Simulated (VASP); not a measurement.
# NaH in VASP: a series of runs

The runs below take NaH through single point, with PBE.

Program: VASP 6.6.1. These are calculated values, not measurements. Logs are shortened: lines on timing, memory, paths and dates and some standing lists are left out, and cuts for length are marked.

## 1. The cell of the first run

It takes space group Pmmn (No. 59, orthorhombic). Conventional cell: a = 3.412 Å, b = 4.817 Å, c = 3.404 Å, α = 90.00°, β = 90.00°, γ = 90.00°. Within 3.2 Å of Na (site symmetry mm2) lie 6 H at 2.41 Å. H (site symmetry mm2) has 6 Na at 2.41 Å within 3.2 Å.

The cell was built from a structure type or drawn by symmetry, and may not be a known phase.

## 2. Single point, PBE

File INCAR:

```
PREC     = Accurate       # precision mode
ENCUT    = 500            # plane-wave cutoff, eV
EDIFF    = 1E-6           # SCF threshold, eV
ISMEAR   = 0              # smearing method
SIGMA    = 0.1            # smearing width, eV
LREAL    = False          # projectors in reciprocal space
LASPH    = True           # aspherical terms in the spheres
NELM     = 120            # most SCF steps
ALGO     = Normal         # electronic algorithm
ISIF     = 2              # what is computed and relaxed
LWAVE    = False          # write WAVECAR
LCHARG   = False          # write CHGCAR
GGA      = PE             # functional
NBANDS   = 16             # bands
GGA_COMPAT= False
```

File KPOINTS:

```
regular mesh
0
Gamma
  6 4 6
```

File POSCAR:

```
NaH
1.0
    3.4116024587      0.0000000000      0.0000000000
    0.0000000000      4.8173929846      0.0000000000
    0.0000000000      0.0000000000      3.4037715814
Na H
2 2
Direct
    0.5000000000      0.5000000000      0.7510969879
    0.0000000000      0.0000000000      0.2489030121
    0.0000000000      0.5000000000      0.2514948273
    0.5000000000      0.0000000000      0.7485051727
```

Potentials or basis: VASP PAW PBE potentials, release 64 (Na_pv, H).

The run is started by

```
cat potpaw_PBE.64/Na_pv/POTCAR potpaw_PBE.64/H/POTCAR > POTCAR
mpirun -np 1 vasp_std > vasp.out
```

OUTCAR:

```text
PREC = Accurate
   ENCUT = 500
   EDIFF = 1E-6
   ISMEAR = 0
   LREAL = False
   LASPH = True
   NELM = 120
   ISIF = 2
   GGA = PE

 ion  position               nearest neighbor table
   1  0.500  0.500  0.751-
   2  0.000  0.000  0.249-
   3  0.000  0.500  0.251-
   4  0.500  0.000  0.749-

  LATTYP: Found a simple orthorhombic cell.
 ALAT       =     3.4037715814
 B/A-ratio  =     1.0023006471
 C/A-ratio  =     1.4153103019

  Lattice vectors:

 A1 = (   0.0000000000,   0.0000000000,   3.4037715814)
 A2 = (   3.4116024587,   0.0000000000,   0.0000000000)
 A3 = (   0.0000000000,   4.8173929846,   0.0000000000)

Analysis of symmetry for initial positions (statically):
=====================================================================
 Subroutine PRICEL returns:
 Original cell was already a primitive cell.

 Routine SETGRP: Setting up the symmetry group for a
 simple orthorhombic supercell.

 Subroutine GETGRP returns: Found  8 space group operations
 (whereof  4 operations were pure point group operations)
 out of a pool of  8 trial point group operations.

The static configuration has the point symmetry C_2v.
 The point group associated with its full space group is D_2h.

Analysis of symmetry for dynamics (positions and initial velocities):
=====================================================================
 Subroutine PRICEL returns:
 Original cell was already a primitive cell.

 Routine SETGRP: Setting up the symmetry group for a
 simple orthorhombic supercell.

 Subroutine GETGRP returns: Found  8 space group operations
 (whereof  4 operations were pure point group operations)
 out of a pool of  8 trial point group operations.

The dynamic configuration has the point symmetry C_2v.
 The point group associated with its full space group is D_2h.

 Subroutine INISYM returns: Found  8 space group operations
 (whereof  4 operations are pure point group operations),
 and found     1 'primitive' translations

----------------------------------------------------------------------------------------

                                     Primitive cell

  volume of cell :      55.9411

  direct lattice vectors                    reciprocal lattice vectors
     3.411602459  0.000000000  0.000000000     0.293117388  0.000000000  0.000000000
     0.000000000  4.817392985  0.000000000     0.000000000  0.207581155  0.000000000
     0.000000000  0.000000000  3.403771581     0.000000000  0.000000000  0.293791747

  length of vectors
     3.411602459  4.817392985  3.403771581     0.293117388  0.207581155  0.293791747

  position of ions in fractional coordinates (direct lattice)
     0.500000000  0.500000000  0.751096988
     0.000000000  0.000000000  0.248903012
     0.000000000  0.500000000  0.251494827
     0.500000000  0.000000000  0.748505173

  ion indices of the primitive-cell ions
   primitive index   ion index
                 1           1
                 2           2
                 3           3
                 4           4

----------------------------------------------------------------------------------------

 KPOINTS: regular mesh

Automatic generation of k-mesh.
 Grid dimensions read from file:
 generate k-points for:    6    4    6

 Generating k-lattice:

  Cartesian coordinates                     Fractional coordinates (reciprocal lattice)
     0.048852898  0.000000000  0.000000000     0.166666667  0.000000000  0.000000000
     0.000000000  0.051895289  0.000000000     0.000000000  0.250000000  0.000000000
     0.000000000  0.000000000  0.048965291     0.000000000  0.000000000  0.166666667

  Length of vectors
     0.048852898  0.051895289  0.048965291

  Shift w.r.t. Gamma in fractional coordinates (k-lattice)
     0.000000000  0.000000000  0.000000000

 Subroutine IBZKPT returns following result:
 ===========================================

 Found     48 irreducible k-points:

 Following reciprocal coordinates:
            Coordinates               Weight
  0.000000  0.000000  0.000000      1.000000
  0.166667  0.000000  0.000000      2.000000
  0.333333  0.000000  0.000000      2.000000
  0.500000  0.000000  0.000000      1.000000
  0.000000  0.250000  0.000000      2.000000
  0.166667  0.250000  0.000000      4.000000
[... 16 lines left out ...]
  0.333333  0.500000  0.166667      4.000000
  0.500000  0.500000  0.166667      2.000000
 [... further k-points ...]
   k-points           NKPTS =     48   k-points in BZ     NKDIM =     48   number of bands    NBANDS=     16
   number of dos      NEDOS =    301   number of ions     NIONS =      4
   total plane-waves  NPLWV =  28224
   dimension x,y,z NGX =    28 NGY =   36 NGZ =   28
   dimension x,y,z NGXF=    56 NGYF=   72 NGZF=   56
   ions per type =               2   2
   NGX,Y,Z   is equivalent  to a cutoff of  13.64, 12.42, 13.68 a.u.
   NGXF,Y,Z  is equivalent  to a cutoff of  27.29, 24.85, 27.35 a.u.
 SYSTEM =  unknown system
   PREC   = accura    normal or accurate (medium, high low for compatibility)
   ISTART =      0    job   : 0-new  1-cont  2-samecut
   ICHARG =      2    charge: 1-file 2-atom 10-const
   ISPIN  =      1    spin polarized calculation?
   LNONCOLLINEAR =      F non collinear calculations
   LSORBIT =      F    spin-orbit coupling
   LASPH  =      T    aspherical Exc in radial PAW
   ENCUT  =  500.0 eV  36.75 Ry    6.06 a.u.   6.22  8.78  6.21*2*pi/ulx,y,z
   NELM   =    120;   NELMIN=  2; NELMDL= -5     # of ELM steps
   EDIFF  = 0.1E-05   stopping-criterion for ELM
   LREAL  =      F    real-space projection
   EDIFFG = 0.1E-04   stopping-criterion for IOM
   NSW    =      0    number of steps for IOM
   IBRION =     -1    ionic relax: 0-MD 1-quasi-New 2-CG
   NFREE  =      0    steps in history (QN), initial steepest desc. (CG)
   ISIF   =      2    stress and relaxation
   ISYM   =      2    0-nonsym 1-usesym 2-fastsym
   POTIM  = 0.5000    time-step for ionic-motion
   TEBEG  =    0.0;   TEEND  =   0.0 temperature during run
   PSTRESS=    0.0 pullay stress
   NELECT =      16.0000    total number of electrons
   NUPDOWN=      -1.0000    fix difference up-down
   EMIN   =  10.00;   EMAX   =-10.00  energy-range for DOS
   EFERMI =   0.00;   METHOD = LEGACY
   ISMEAR =     0;   SIGMA  =   0.10  broadening in eV -4-tet -1-fermi 0-gaus
   EFERMI_NEDOS =   21; number of points for ismear=-14 and -15
   IALGO  =     38    algorithm
   IMIX   =      4    mixing-type and parameters
     AMIX     =   0.40;   BMIX     =  1.00
     AMIX_MAG =   1.60;   BMIX_MAG =  1.00
  volume/ion in A,a.u.               =      13.99        94.38
  Fermi-wavevector in a.u.,A,eV,Ry     =   1.078627  2.038309 15.829504  1.163436
  Thomas-Fermi vector in A             =   2.214570
   LORBIT       =      0    0 simple, 1 ext, 2 COOP (PROOUT), +10 PAW based schemes
   GGA     = PE    functional components
   LHFCALC =     F    Hartree Fock is set to
   AEXX    =    0.0000 exact exchange contribution
   IVDW    =     0    specifies the selected vdW correction
   LEPSILON=     F    determine dielectric tensor
   LRPA    =     F    only Hartree local field effects (RPA)
 non-spin polarized calculation
 Gauss-broadening in eV      SIGMA  =   0.10
  energy-cutoff  :      500.00
  volume of cell :       55.94
 maximum number of plane-waves:      1449
 NGX is ok and might be reduce to    28
   NGX = 13   NGY = 17   NGZ = 13

 number of electron      15.9999999 magnetization

 Free energy of the ion-electron system (eV)
  ---------------------------------------------------
  ext. energy  EPLUGINS =         0.00000000
  ---------------------------------------------------
  free energy    TOTEN  =       -10.17437645 eV

  energy without entropy =      -10.17437645  energy(sigma->0) =      -10.17437645

 E-fermi :  -0.6685     XC(G=0):  -7.7992

 val. band max:       -1.0862643021   @ k =   0.5000   0.5000   0.5000
 cond. band min:       2.6815218146   @ k =   0.5000   0.5000   0.0000
 fundamental gap:      3.7677861167
 Fermi energy:        -0.6685084828

 k-point     1 :       0.0000    0.0000    0.0000
  band No.  band energies     occupation
      1     -23.2592      2.00000
      2     -23.2062      2.00000
      3     -23.2060      2.00000
      4     -23.1736      2.00000
      5     -23.1733      2.00000
      6     -23.1732      2.00000
[... 8 lines left out ...]
     15      14.5538      0.00000
     16      14.5983      0.00000

 k-point     2 :       0.1667    0.0000    0.0000
  band No.  band energies     occupation
      1     -23.2521      2.00000
      2     -23.2166      2.00000
      3     -23.2028      2.00000
      4     -23.1884      2.00000
      5     -23.1777      2.00000
      6     -23.1746      2.00000
[... 8 lines left out ...]
     15      13.2930      0.00000
     16      13.7260      0.00000

 k-point     3 :       0.3333    0.0000    0.0000
  band No.  band energies     occupation
      1     -23.2362      2.00000
      2     -23.2338      2.00000
      3     -23.2203      2.00000
      4     -23.1945      2.00000
      5     -23.1908      2.00000
      6     -23.1783      2.00000
[... 8 lines left out ...]
     15      13.0794      0.00000
     16      13.7321      0.00000

 k-point     4 :       0.5000    0.0000    0.0000
  band No.  band energies     occupation
      1     -23.2411      2.00000
      2     -23.2411      2.00000
      3     -23.2110      2.00000
      4     -23.2110      2.00000
      5     -23.1852      2.00000
      6     -23.1852      2.00000
[... 8 lines left out ...]
     15      12.5258      0.00000
     16      12.5258      0.00000
[... 324 lines left out ...]
 k-point    22 :       0.1667    0.5000    0.1667
  band No.  band energies     occupation
      1     -23.2347      2.00000
      2     -23.2347      2.00000
      3     -23.2004      2.00000
      4     -23.2004      2.00000
      5     -23.1834      2.00000
      6     -23.1834      2.00000
[... 8 lines left out ...]
     15      14.2029      0.00000
     16      14.2029      0.00000

 k-point    23 :       0.3333    0.5000    0.1667
  band No.  band energies     occupation
      1     -23.2513      2.00000
      2     -23.2513      2.00000
      3     -23.2018      2.00000
      4     -23.2018      2.00000
      5     -23.1849      2.00000
      6     -23.1849      2.00000
[... 8 lines left out ...]
     15      12.6375      0.00000
     16      12.6375      0.00000

 k-point    24 :       0.5000    0.5000    0.1667
  band No.  band energies     occupation
      1     -23.2623      2.00000
      2     -23.2623      2.00000
      3     -23.1972      2.00000
      4     -23.1972      2.00000
      5     -23.1881      2.00000
      6     -23.1881      2.00000
[... 8 lines left out ...]
     15      13.3992      0.00000
     16      13.3992      0.00000

 [... further k-points ...]

------------------------ aborting loop because EDIFF is reached ----------------------------------------

  FORCE on cell =-STRESS in cart. coord.  units (eV):
  Direction    XX          YY          ZZ          XY          YZ          ZX
  --------------------------------------------------------------------------------------
  -------------------------------------------------------------------------------------
  Total        0.0253668      0.0477518      0.0614540      0.0000000      0.0000000      0.0000000
  in kB        0.7265152      1.3676328      1.7600693      0.0000000      0.0000000      0.0000000
  external PRESSURE =       1.2847391 kB  Pullay stress =       0.0000000 kB

 VOLUME and BASIS-vectors are now :
 -----------------------------------------------------------------------------
  energy-cutoff  :      500.00
  volume of cell :       55.94
      direct lattice vectors                 reciprocal lattice vectors
     3.411602459  0.000000000  0.000000000     0.293117388  0.000000000  0.000000000
     0.000000000  4.817392985  0.000000000     0.000000000  0.207581155  0.000000000
     0.000000000  0.000000000  3.403771581     0.000000000  0.000000000  0.293791747

 POSITION                                       TOTAL-FORCE (eV/Angst)
 -----------------------------------------------------------------------------------
      1.70580      2.40870      2.55656         0.000000      0.000000     -0.004118
      0.00000      0.00000      0.84721         0.000000      0.000000      0.004118
      0.00000      2.40870      0.85603         0.000000      0.000000     -0.006586
      1.70580      0.00000      2.54774         0.000000      0.000000      0.006586
 -----------------------------------------------------------------------------------
    total drift:                                0.000000      0.000000      0.000000

  FREE ENERGIE OF THE ION-ELECTRON SYSTEM (eV)
  ---------------------------------------------------
  free  energy   TOTEN  =       -10.1743764516 eV

  energy  without entropy=      -10.1743764516  energy(sigma->0) =      -10.17437645
```

Wall time 57 s (1 thread of Intel Xeon 8259CL, shared host); peak memory 0.18 GiB.

What came out:

- Free energy: -10.1744 eV
- Pressure: 0.1 GPa
- Largest force: 0.007 eV/Å
- Band gap on the k mesh: 3.77 eV

Forces on the atoms (eV/Å):
```
Na   0.000  0.000 -0.004
Na   0.000  0.000  0.004
H    0.000  0.000 -0.007
H    0.000  0.000  0.007
```

A k mesh can miss the band edges.

## 3. Single point, PBE

This run uses another cell than the first one, of 14.10 Å³/atom.

File INCAR:

```
SYSTEM = NaH
ALGO = Normal ; EDIFF = 1E-6
ENCUT = 500 ; GGA = PE
GGA_COMPAT = .FALSE. ; ISIF = 2
ISMEAR = 0 ; LASPH = .TRUE.
LCHARG = .TRUE. ; LELF = .TRUE.
LREAL = .FALSE. ; LVHAR = .TRUE.
LWAVE = .FALSE. ; NBANDS = 16
NELM = 120 ; PREC = Accurate
SIGMA = 0.1
```

File KPOINTS:

```
k-points
0
G
  6 6 6
  0 0 0
```

File POSCAR:

```
NaH
1.0
   -0.0008539393      2.4260088067      2.4157266974
    2.4124783060      2.4232292713      0.0022071936
   -2.4116491166      4.8434286082     -2.4058025453
Na H
2 2
Direct
    0.4994004471      0.5013034600      0.5001277555
    0.0009463588      0.0004118298      0.0003046456
    0.7496850998      0.7489624886      0.7493885639
    0.2499680943      0.2493222216      0.2501790351
```

Potentials or basis: VASP PAW PBE potentials, release 64 (Na_pv, H).

The run is started by

```
cat potpaw_PBE.64/Na_pv/POTCAR potpaw_PBE.64/H/POTCAR > POTCAR
mpirun -np 1 vasp_std > vasp.out
```

OUTCAR:

```text
SYSTEM = NaH
   EDIFF = 1E-6
   ENCUT = 500
   GGA = PE
   ISIF = 2
   ISMEAR = 0
   LASPH = .TRUE.
   LREAL = .FALSE.
   NELM = 120
   PREC = Accurate

 ion  position               nearest neighbor table
   1  0.499  0.501  0.500-
   2  0.001  0.000  0.000-
   3  0.750  0.749  0.749-
   4  0.250  0.249  0.250-

  Warning from LATTYP: Got some problem with cell dimensions!
  Tried to take original basis but could not verify dimensions!
  LATTYP: Found a triclinic cell.
 ALAT       =     3.4236318342
[... 657 lines left out ...]

  FORCE on cell =-STRESS in cart. coord.  units (eV):
  Direction    XX          YY          ZZ          XY          YZ          ZX
  --------------------------------------------------------------------------------------
  -------------------------------------------------------------------------------------
  Total       -0.0094097     -0.0577246     -0.0104041      0.0000274     -0.0188670      0.0054416
  in kB       -0.2672240     -1.6393128     -0.2954650      0.0007788     -0.5358016      0.1545366
  external PRESSURE =      -0.7340006 kB  Pullay stress =       0.0000000 kB

 VOLUME and BASIS-vectors are now :
 -----------------------------------------------------------------------------
  energy-cutoff  :      500.00
  volume of cell :       56.42
      direct lattice vectors                 reciprocal lattice vectors
    -0.000853939  2.426008807  2.415726697    -0.103523943  0.102781647  0.310698398
     2.412478306  2.423229271  0.002207194     0.310844680  0.103301280 -0.103631083
    -2.411649117  4.843428608 -2.405802545    -0.103665806  0.103300404 -0.103776729

 POSITION                                       TOTAL-FORCE (eV/Angst)
 -----------------------------------------------------------------------------------
      0.00282      4.84866      0.00431        -0.005251     -0.003528      0.001095
      0.00026      0.00477      0.00155        -0.000230     -0.008132     -0.000783
     -0.00105      7.26326      0.00981        -0.000051      0.011066     -0.003040
     -0.00207      2.42231      0.00252         0.005532      0.000594      0.002728
 -----------------------------------------------------------------------------------
    total drift:                                0.000132      0.000350     -0.000077

  FREE ENERGIE OF THE ION-ELECTRON SYSTEM (eV)
  ---------------------------------------------------
  free  energy   TOTEN  =       -10.1746961450 eV

  energy  without entropy=      -10.1746961450  energy(sigma->0) =      -10.17469615
```

OSZICAR:

```text
N       E                     dE             d eps       ncg     rms          rms(c)
DAV:   1     0.114699920246E+03    0.11470E+03   -0.82478E+03  3600   0.103E+03
DAV:   2    -0.504981112452E+01   -0.11975E+03   -0.11548E+03  3880   0.301E+02
DAV:   3    -0.109519998860E+02   -0.59022E+01   -0.58894E+01  4632   0.700E+01
DAV:   4    -0.110277677793E+02   -0.75768E-01   -0.75763E-01  4040   0.891E+00
DAV:   5    -0.110290520204E+02   -0.12842E-02   -0.12842E-02  4752   0.111E+00    0.451E+00
DAV:   6    -0.103496938869E+02    0.67936E+00   -0.26483E-01  4904   0.377E+00    0.209E+00
DAV:   7    -0.101646340406E+02    0.18506E+00   -0.34442E-01  5136   0.290E+00    0.479E-01
DAV:   8    -0.101747299385E+02   -0.10096E-01   -0.19722E-02  3952   0.135E+00    0.103E-01
DAV:   9    -0.101747270503E+02    0.28883E-05   -0.19337E-03  4776   0.515E-01    0.304E-02
DAV:  10    -0.101746898705E+02    0.37180E-04   -0.81121E-05  3848   0.681E-02    0.806E-03
DAV:  11    -0.101746963064E+02   -0.64359E-05   -0.83489E-06  4192   0.171E-02    0.583E-03
DAV:  12    -0.101746961450E+02    0.16140E-06   -0.67489E-07  3688   0.507E-03
   1 F= -.10174696E+02 E0= -.10174696E+02  d E =-.868045E-14
```

It took 3 min on 1 thread of Intel Xeon 8259CL, shared host; peak memory 0.22 GiB.

Results:

```
Free energy            : -10.1747 eV
Pressure               : -0.1 GPa
Largest force          : 0.011 eV/Å
Band gap on the k mesh : 3.79 eV
```

Forces on the atoms (eV/Å):
```
Na  -0.005 -0.004  0.001
Na   0.000 -0.008 -0.001
H    0.000  0.011 -0.003
H    0.006  0.001  0.003
```

A k mesh can miss the band edges.
